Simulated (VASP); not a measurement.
# BaRe (Pm-3m) in VASP: further runs

The runs below take BaRe through single point, with PBEsol.

Everything below comes from runs of VASP 6.6.1. Logs are shortened: lines on timing, memory, paths and dates and some standing lists are left out, and cuts for length are marked.

## (1) The cell of the first run

Symmetry: Pm-3m, No. 221, cubic system. Conventional cell: a = 3.566 Å, b = 3.566 Å, c = 3.566 Å, α = 90.00°, β = 90.00°, γ = 90.00°. Within 4.1 Å of Ba (site symmetry m-3m) lie 8 Re at 3.09 Å and 6 Ba at 3.57 Å. Re (site symmetry m-3m) has 8 Ba at 3.09 Å and 6 Re at 3.57 Å within 4.1 Å.

## (2) Single point, PBEsol (volume scaled by 0.960)

Input file INCAR:

```
SYSTEM = BaRe
PREC = Accurate ; ENCUT = 520
EDIFF = 1E-6 ; ISMEAR = 0
SIGMA = 0.05 ; LREAL = .FALSE.
LASPH = .TRUE. ; NELM = 100
ALGO = Fast ; ISIF = 2
LWAVE = .FALSE. ; LCHARG = .TRUE.
GGA = PS ; LELF = .TRUE.
LVHAR = .TRUE. ; NBANDS = 16
```

Input file KPOINTS:

```
Automatic mesh
0
G
  8 8 8
  0 0 0
```

Input file POSCAR:

```
BaRe
1.0
    3.5664100143      0.0000000000      0.0000000000
    0.0000000000      3.5664100143      0.0000000000
    0.0000000000      0.0000000000      3.5664100143
Ba Re
1 1
Direct
    0.0000000000      0.0000000000      0.0000000000
    0.5000000000      0.5000000000      0.5000000000
```

Potentials or basis: VASP PAW PBE potentials, release 64 (Ba_sv, Re).

Run with:

```console
cat potpaw_PBE.64/Ba_sv/POTCAR potpaw_PBE.64/Re/POTCAR > POTCAR
mpirun -np 1 vasp_std > vasp.out
```

OUTCAR:

```text
SYSTEM = BaRe
   PREC = Accurate
   ENCUT = 520
   EDIFF = 1E-6
   ISMEAR = 0
   LREAL = .FALSE.
   LASPH = .TRUE.
   NELM = 100
   ISIF = 2
   GGA = PS

 ion  position               nearest neighbor table
   1  0.000  0.000  0.000-   2 3.09   2 3.09   2 3.09   2 3.09   2 3.09   2 3.09   2 3.09   2 3.09

   2  0.500  0.500  0.500-   1 3.09   1 3.09   1 3.09   1 3.09   1 3.09   1 3.09   1 3.09   1 3.09

  LATTYP: Found a simple cubic cell.
 ALAT       =     3.5664100143

  Lattice vectors:

 A1 = (   3.5664100143,   0.0000000000,   0.0000000000)
 A2 = (   0.0000000000,   3.5664100143,   0.0000000000)
 A3 = (   0.0000000000,   0.0000000000,   3.5664100143)

Analysis of symmetry for initial positions (statically):
=====================================================================
 Subroutine PRICEL returns:
 Original cell was already a primitive cell.

 Routine SETGRP: Setting up the symmetry group for a
 simple cubic supercell.

 Subroutine GETGRP returns: Found 48 space group operations
 (whereof 48 operations were pure point group operations)
 out of a pool of 48 trial point group operations.

The static configuration has the point symmetry O_h .

Analysis of symmetry for dynamics (positions and initial velocities):
=====================================================================
 Subroutine PRICEL returns:
 Original cell was already a primitive cell.

 Routine SETGRP: Setting up the symmetry group for a
 simple cubic supercell.

 Subroutine GETGRP returns: Found 48 space group operations
 (whereof 48 operations were pure point group operations)
 out of a pool of 48 trial point group operations.

The dynamic configuration has the point symmetry O_h .

 Subroutine INISYM returns: Found 48 space group operations
 (whereof 48 operations are pure point group operations),
 and found     1 'primitive' translations

----------------------------------------------------------------------------------------

                                     Primitive cell

  volume of cell :      45.3622

  direct lattice vectors                    reciprocal lattice vectors
     3.566410014  0.000000000  0.000000000     0.280394009  0.000000000  0.000000000
     0.000000000  3.566410014  0.000000000     0.000000000  0.280394009  0.000000000
     0.000000000  0.000000000  3.566410014     0.000000000  0.000000000  0.280394009

  length of vectors
     3.566410014  3.566410014  3.566410014     0.280394009  0.280394009  0.280394009

  position of ions in fractional coordinates (direct lattice)
     0.000000000  0.000000000  0.000000000
     0.500000000  0.500000000  0.500000000

  ion indices of the primitive-cell ions
   primitive index   ion index
                 1           1
                 2           2

----------------------------------------------------------------------------------------

 KPOINTS: Automatic mesh

Automatic generation of k-mesh.
 Grid dimensions read from file:
 generate k-points for:    8    8    8

 Generating k-lattice:

  Cartesian coordinates                     Fractional coordinates (reciprocal lattice)
     0.035049251  0.000000000  0.000000000     0.125000000  0.000000000  0.000000000
     0.000000000  0.035049251  0.000000000     0.000000000  0.125000000  0.000000000
     0.000000000  0.000000000  0.035049251     0.000000000  0.000000000  0.125000000

  Length of vectors
     0.035049251  0.035049251  0.035049251

  Shift w.r.t. Gamma in fractional coordinates (k-lattice)
     0.000000000  0.000000000  0.000000000

 Subroutine IBZKPT returns following result:
 ===========================================

 Found     35 irreducible k-points:

 Following reciprocal coordinates:
            Coordinates               Weight
  0.000000  0.000000  0.000000      1.000000
  0.125000  0.000000  0.000000      6.000000
  0.250000  0.000000  0.000000      6.000000
  0.375000  0.000000  0.000000      6.000000
  0.500000  0.000000  0.000000      3.000000
  0.125000  0.125000  0.000000     12.000000
[... 16 lines left out ...]
  0.375000  0.375000  0.125000     24.000000
  0.500000  0.375000  0.125000     24.000000
 [... further k-points ...]
   k-points           NKPTS =     35   k-points in BZ     NKDIM =     35   number of bands    NBANDS=     16
   number of dos      NEDOS =    301   number of ions     NIONS =      2
   total plane-waves  NPLWV =  21952
   dimension x,y,z NGX =    28 NGY =   28 NGZ =   28
   dimension x,y,z NGXF=    56 NGYF=   56 NGZF=   56
   ions per type =               1   1
   NGX,Y,Z   is equivalent  to a cutoff of  13.05, 13.05, 13.05 a.u.
   NGXF,Y,Z  is equivalent  to a cutoff of  26.10, 26.10, 26.10 a.u.
 SYSTEM =  BaRe
   PREC   = accura    normal or accurate (medium, high low for compatibility)
   ISTART =      0    job   : 0-new  1-cont  2-samecut
   ICHARG =      2    charge: 1-file 2-atom 10-const
   ISPIN  =      1    spin polarized calculation?
   LNONCOLLINEAR =      F non collinear calculations
   LSORBIT =      F    spin-orbit coupling
   LASPH  =      T    aspherical Exc in radial PAW
   ENCUT  =  520.0 eV  38.22 Ry    6.18 a.u.   6.63  6.63  6.63*2*pi/ulx,y,z
   NELM   =    100;   NELMIN=  2; NELMDL= -5     # of ELM steps
   EDIFF  = 0.1E-05   stopping-criterion for ELM
   LREAL  =      F    real-space projection
   EDIFFG = 0.1E-04   stopping-criterion for IOM
   NSW    =      0    number of steps for IOM
   IBRION =     -1    ionic relax: 0-MD 1-quasi-New 2-CG
   NFREE  =      0    steps in history (QN), initial steepest desc. (CG)
   ISIF   =      2    stress and relaxation
   ISYM   =      2    0-nonsym 1-usesym 2-fastsym
   POTIM  = 0.5000    time-step for ionic-motion
   TEBEG  =    0.0;   TEEND  =   0.0 temperature during run
   PSTRESS=    0.0 pullay stress
   NELECT =      17.0000    total number of electrons
   NUPDOWN=      -1.0000    fix difference up-down
   EMIN   =  10.00;   EMAX   =-10.00  energy-range for DOS
   EFERMI =   0.00;   METHOD = LEGACY
   ISMEAR =     0;   SIGMA  =   0.05  broadening in eV -4-tet -1-fermi 0-gaus
   EFERMI_NEDOS =   21; number of points for ismear=-14 and -15
   IALGO  =     68    algorithm
   IMIX   =      4    mixing-type and parameters
     AMIX     =   0.40;   BMIX     =  1.00
     AMIX_MAG =   1.60;   BMIX_MAG =  1.00
  volume/ion in A,a.u.               =      22.68       153.06
  Fermi-wavevector in a.u.,A,eV,Ry     =   1.180302  2.230448 18.954456  1.393113
  Thomas-Fermi vector in A             =   2.316597
   LORBIT       =      0    0 simple, 1 ext, 2 COOP (PROOUT), +10 PAW based schemes
   GGA     = PS    functional components
   LHFCALC =     F    Hartree Fock is set to
   AEXX    =    0.0000 exact exchange contribution
   IVDW    =     0    specifies the selected vdW correction
   LEPSILON=     F    determine dielectric tensor
   LRPA    =     F    only Hartree local field effects (RPA)
 non-spin polarized calculation
 RMM-DIIS sequential band-by-band and
 Gauss-broadening in eV      SIGMA  =   0.05
  energy-cutoff  :      520.00
  volume of cell :       45.36
 maximum number of plane-waves:      1236
 NGX is ok and might be reduce to    28
   NGX = 13   NGY = 13   NGZ = 13

 number of electron      16.9999998 magnetization

 Free energy of the ion-electron system (eV)
  ---------------------------------------------------
  ext. energy  EPLUGINS =         0.00000000
  ---------------------------------------------------
  free energy    TOTEN  =       -11.25662037 eV

  energy without entropy =      -11.24992664  energy(sigma->0) =      -11.25327350

 E-fermi :   4.7415     XC(G=0): -11.5383

 val. band max:        4.7279319236   @ k =   0.5000   0.1250   0.1250
 cond. band min:       4.7490072059   @ k =   0.3750   0.1250   0.1250
 fundamental gap:      0.0210752823
 Fermi energy:         4.7414770654

 k-point     1 :       0.0000    0.0000    0.0000
  band No.  band energies     occupation
      1     -22.0294      2.00000
      2      -6.5805      2.00000
      3      -6.5805      2.00000
      4      -6.5805      2.00000
      5       0.2904      2.00000
      6       1.5246      2.00000
[... 8 lines left out ...]
     15      14.0799      0.00000
     16      14.2883      0.00000

 k-point     2 :       0.1250    0.0000    0.0000
  band No.  band energies     occupation
      1     -21.9942      2.00000
      2      -6.9946      2.00000
      3      -6.5726      2.00000
      4      -6.5726      2.00000
      5       0.7494      2.00000
      6       1.6502      2.00000
[... 8 lines left out ...]
     15      13.1724      0.00000
     16      14.0113      0.00000

 k-point     3 :       0.2500    0.0000    0.0000
  band No.  band energies     occupation
      1     -21.9071      2.00000
      2      -7.8268      2.00000
      3      -6.5538      2.00000
      4      -6.5538      2.00000
      5       1.7998      2.00000
      6       1.9999      2.00000
[... 8 lines left out ...]
     15      12.2675      0.00000
     16      13.3877      0.00000

 k-point     4 :       0.3750    0.0000    0.0000
  band No.  band energies     occupation
      1     -21.8171      2.00000
      2      -8.5164      2.00000
      3      -6.5353      2.00000
      4      -6.5353      2.00000
      5       2.4567      2.00000
      6       3.1488      2.00000
[... 8 lines left out ...]
     15      12.8084      0.00000
     16      13.6533      0.00000
[... 324 lines left out ...]
 k-point    22 :       0.5000    0.2500    0.1250
  band No.  band energies     occupation
      1     -21.6639      2.00000
      2      -8.4146      2.00000
      3      -7.3730      2.00000
      4      -6.6628      2.00000
      5       2.0065      2.00000
      6       3.2551      2.00000
[... 8 lines left out ...]
     15      12.9649      0.00000
     16      15.5363      0.00000

 k-point    23 :       0.3750    0.3750    0.1250
  band No.  band energies     occupation
      1     -21.6275      2.00000
      2      -8.0480      2.00000
      3      -7.9309      2.00000
      4      -6.6076      2.00000
      5       1.4775      2.00000
      6       3.1533      2.00000
[... 8 lines left out ...]
     15      12.7471      0.00000
     16      15.2720      0.00000

 k-point    24 :       0.5000    0.3750    0.1250
  band No.  band energies     occupation
      1     -21.5985      2.00000
      2      -8.2037      2.00000
      3      -7.9060      2.00000
      4      -6.5666      2.00000
      5       1.2095      2.00000
      6       3.0466      2.00000
[... 8 lines left out ...]
     15      13.4995      0.00000
     16      15.2733      0.00000

 [... further k-points ...]
[... 5 lines left out ...]
  --------------------------------------------------------------------------------------
  -------------------------------------------------------------------------------------
  Total        1.7171167      1.7171167      1.7171167     -0.0000000     -0.0000000      0.0000000
  in kB       60.6480153     60.6480153     60.6480153     -0.0000000     -0.0000000      0.0000000
  external PRESSURE =      60.6480153 kB  Pullay stress =       0.0000000 kB

 VOLUME and BASIS-vectors are now :
 -----------------------------------------------------------------------------
  energy-cutoff  :      520.00
  volume of cell :       45.36
      direct lattice vectors                 reciprocal lattice vectors
     3.566410014  0.000000000  0.000000000     0.280394009  0.000000000  0.000000000
     0.000000000  3.566410014  0.000000000     0.000000000  0.280394009  0.000000000
     0.000000000  0.000000000  3.566410014     0.000000000  0.000000000  0.280394009

 POSITION                                       TOTAL-FORCE (eV/Angst)
 -----------------------------------------------------------------------------------
      0.00000      0.00000      0.00000         0.000000      0.000000      0.000000
      1.78321      1.78321      1.78321         0.000000      0.000000      0.000000
 -----------------------------------------------------------------------------------
    total drift:                                0.000000      0.000000      0.000000

  FREE ENERGIE OF THE ION-ELECTRON SYSTEM (eV)
  ---------------------------------------------------
  free  energy   TOTEN  =       -11.2566203698 eV

  energy  without entropy=      -11.2499266353  energy(sigma->0) =      -11.25327350
```

Run time: 20 s. Hardware: 1 thread of Intel Xeon 6975P-C (Granite Rapids), shared host; peak memory 0.17 GiB.

Results:

```yaml
Free_energy: -11.2566 eV
Pressure: 6.1 GPa
```

Levels at points of the mesh, in eV from the Fermi level:
| k point | band 6 | band 7 | band 8 | band 9 | band 10 | band 11 |
| --- | --- | --- | --- | --- | --- | --- |
| (0.00, 0.00, 0.00) | -3.22 | -3.22 | -0.17 | -0.17 | -0.17 | 4.38 |
| (0.50, 0.00, 0.00) | -0.79 | -0.38 | 0.19 | 0.19 | 0.28 | 1.45 |
| (0.50, 0.50, 0.00) | -2.12 | -1.51 | -1.51 | 1.26 | 1.30 | 4.42 |
| (0.50, 0.50, 0.50) | -0.55 | -0.55 | 0.32 | 0.32 | 0.32 | 1.34 |

Caveat: the cell differs from its parent crystal (volume scaled by 0.960); the PAW data sets were made with another functional, which shifts forces and pressure a little; spin-orbit coupling is left out, which moves the levels of the heavy elements.

## (3) Single point, PBEsol (volume scaled by 0.980)

Input file INCAR:

```
ALGO = Normal
EDIFF = 1E-6
ENCUT = 520
GGA = PS
ISIF = 2
ISMEAR = 0
LASPH = T
LCHARG = F
LREAL = F
LWAVE = F
NBANDS = 16
NELM = 100
PREC = Accurate
SIGMA = 0.05
```

Input file KPOINTS:

```
k-points
0
Gamma
  8 8 8
```

Input file POSCAR:

```
BaRe
1.0
    3.5910067227      0.0000000000      0.0000000000
    0.0000000000      3.5910067227      0.0000000000
    0.0000000000      0.0000000000      3.5910067227
Ba Re
1 1
Direct
    0.0000000000      0.0000000000      0.0000000000
    0.5000000000      0.5000000000      0.5000000000
```

Potentials or basis: VASP PAW PBE potentials, release 64 (Ba_sv, Re).

Run with:

```console
cat potpaw_PBE.64/Ba_sv/POTCAR potpaw_PBE.64/Re/POTCAR > POTCAR
mpirun -np 1 vasp_std > vasp.out
```

Run time: 9.6 s. Hardware: 1 thread of Intel Xeon 6975P-C (Granite Rapids), shared host; peak memory 0.17 GiB.

It converged, with:

```
Free energy : -11.2871 eV
Pressure    : 4.2 GPa
```

Levels at points of the mesh, in eV from the Fermi level:
| k point | band 5 | band 6 | band 7 | band 8 | band 9 | band 10 | band 11 | band 12 |
| --- | --- | --- | --- | --- | --- | --- | --- | --- |
| (0.00, 0.00, 0.00) | -4.44 | -3.09 | -3.09 | -0.14 | -0.14 | -0.14 | 4.35 | 4.35 |
| (0.50, 0.00, 0.00) | -1.95 | -0.84 | -0.39 | 0.18 | 0.18 | 0.29 | 1.52 | 1.68 |
| (0.50, 0.50, 0.00) | -4.03 | -2.06 | -1.43 | -1.43 | 1.24 | 1.27 | 4.31 | 4.31 |
| (0.50, 0.50, 0.50) | -0.49 | -0.49 | -0.49 | 0.28 | 0.28 | 0.28 | 1.31 | 1.31 |

Caveat: the cell differs from its parent crystal (volume scaled by 0.980); the PAW data sets were made with another functional, which shifts forces and pressure a little; spin-orbit coupling is left out, which moves the levels of the heavy elements.

## (4) Single point, PBEsol

This run uses another cell than the first one, of 23.63 Å³/atom, 1.042 times its volume.

Input file INCAR:

```
PREC = Accurate
ENCUT = 520
EDIFF = 1E-6
ISMEAR = 0
SIGMA = 0.05
LREAL = F
LASPH = T
NELM = 60
ALGO = Fast
ISIF = 2
LWAVE = F
LCHARG = F
GGA = PS
NBANDS = 16
```

Input file KPOINTS:

```
Automatic mesh
0
Gamma
  8 8 8
```

Input file POSCAR:

```
BaRe
1.0
    3.6152710177      0.0000000000      0.0000000000
    0.0000000000      3.6152710177      0.0000000000
    0.0000000000      0.0000000000      3.6152710177
Ba Re
1 1
Direct
    0.0000000000      0.0000000000      0.0000000000
    0.5000000000      0.5000000000      0.5000000000
```

Run with:

```console
cat potpaw_PBE.64/Ba_sv/POTCAR potpaw_PBE.64/Re/POTCAR > POTCAR
mpirun -np 1 vasp_std > vasp.out
```

It took 20 s on 1 thread of Intel Xeon 6975P-C (Granite Rapids), shared host; peak memory 0.17 GiB.

The run converged. Its results:

```
Free energy : -11.3074 eV
Pressure    : 2.6 GPa
```

Levels at points of the mesh, in eV from the Fermi level:
| k point | band 4 | band 5 | band 6 | band 7 | band 8 | band 9 | band 10 | band 11 | band 12 | band 13 |
| --- | --- | --- | --- | --- | --- | --- | --- | --- | --- | --- |
| (0.00, 0.00, 0.00) | -11.32 | -4.43 | -2.98 | -2.98 | -0.11 | -0.11 | -0.11 | 4.31 | 4.31 | 8.99 |
| (0.50, 0.00, 0.00) | -11.26 | -1.87 | -0.89 | -0.40 | 0.18 | 0.18 | 0.30 | 1.58 | 1.62 | 3.53 |
| (0.50, 0.50, 0.00) | -10.97 | -3.93 | -2.01 | -1.36 | -1.36 | 1.22 | 1.24 | 4.20 | 4.20 | 5.21 |
| (0.50, 0.50, 0.50) | -12.67 | -0.44 | -0.44 | -0.44 | 0.25 | 0.25 | 0.25 | 1.29 | 1.29 | 2.39 |

Caveat: the PAW data sets were made with another functional, which shifts forces and pressure a little; spin-orbit coupling is left out, which moves the levels of the heavy elements.

## (5) Single point, PBEsol

This run uses another cell than the first one, of 24.12 Å³/atom, 1.063 times its volume.

Input file INCAR:

```
  PREC = Accurate
  ENCUT = 520
  EDIFF = 1E-6
  ISMEAR = 0
  SIGMA = 0.05
  LREAL = False
  LASPH = True
  NELM = 60
  ALGO = Normal
  ISIF = 2
  LWAVE = False
  LCHARG = True
  GGA = PS
  LELF = True
  LVHAR = True
  NBANDS = 16
```

Input file KPOINTS:

```
regular mesh
0
Gamma
  8 8 8
```

Input file POSCAR:

```
BaRe
1.0
    3.6401939807      0.0000000000      0.0000000000
    0.0000000000      3.6401939807      0.0000000000
    0.0000000000      0.0000000000      3.6401939807
Ba Re
1 1
Direct
    0.0000000000      0.0000000000      0.0000000000
    0.5000000000      0.5000000000      0.5000000000
```

Run with:

```console
cat potpaw_PBE.64/Ba_sv/POTCAR potpaw_PBE.64/Re/POTCAR > POTCAR
mpirun -np 1 vasp_std > vasp.out
```

Wall time 10 s (1 thread of Intel Xeon 6975P-C (Granite Rapids), shared host); peak memory 0.17 GiB.

The run converged. Its results:

```yaml
Free_energy: -11.3192 eV
Pressure: 1.2 GPa
```

Levels at points of the mesh, in eV from the Fermi level:
| k point | band 5 | band 6 | band 7 | band 8 | band 9 | band 10 | band 11 | band 12 |
| --- | --- | --- | --- | --- | --- | --- | --- | --- |
| (0.00, 0.00, 0.00) | -4.42 | -2.87 | -2.87 | -0.08 | -0.08 | -0.08 | 4.28 | 4.28 |
| (0.50, 0.00, 0.00) | -1.79 | -0.95 | -0.41 | 0.17 | 0.17 | 0.31 | 1.56 | 1.64 |
| (0.50, 0.50, 0.00) | -3.83 | -1.95 | -1.30 | -1.30 | 1.20 | 1.21 | 4.09 | 4.09 |
| (0.50, 0.50, 0.50) | -0.39 | -0.39 | -0.39 | 0.21 | 0.21 | 0.21 | 1.27 | 1.27 |

Caveat: the PAW data sets were made with another functional, which shifts forces and pressure a little; spin-orbit coupling is left out, which moves the levels of the heavy elements.

## (6) Summary

```tsv
cell	gap on the mesh (eV)	pressure (GPa)
a = 3.566 Å, 2 atoms	none	6.1
a = 3.591 Å, 2 atoms	none	4.2
a = 3.615 Å, 2 atoms	none	2.6
a = 3.640 Å, 2 atoms	none	1.2
```

Alike in all rows: task single point; level PBEsol; potentials or basis VASP PAW PBE potentials, release 64 (Ba_sv, Re); no spin polarisation; k mesh 8 × 8 × 8; cutoff (eV) 520; smearing gaussian 0.05 eV.

Caveats: the PAW data sets were made with another functional, which shifts forces and pressure a little; spin-orbit coupling is left out, which moves the levels of the heavy elements.

Total energies depend on the potentials used, so only differences within one code and one set of settings carry meaning.
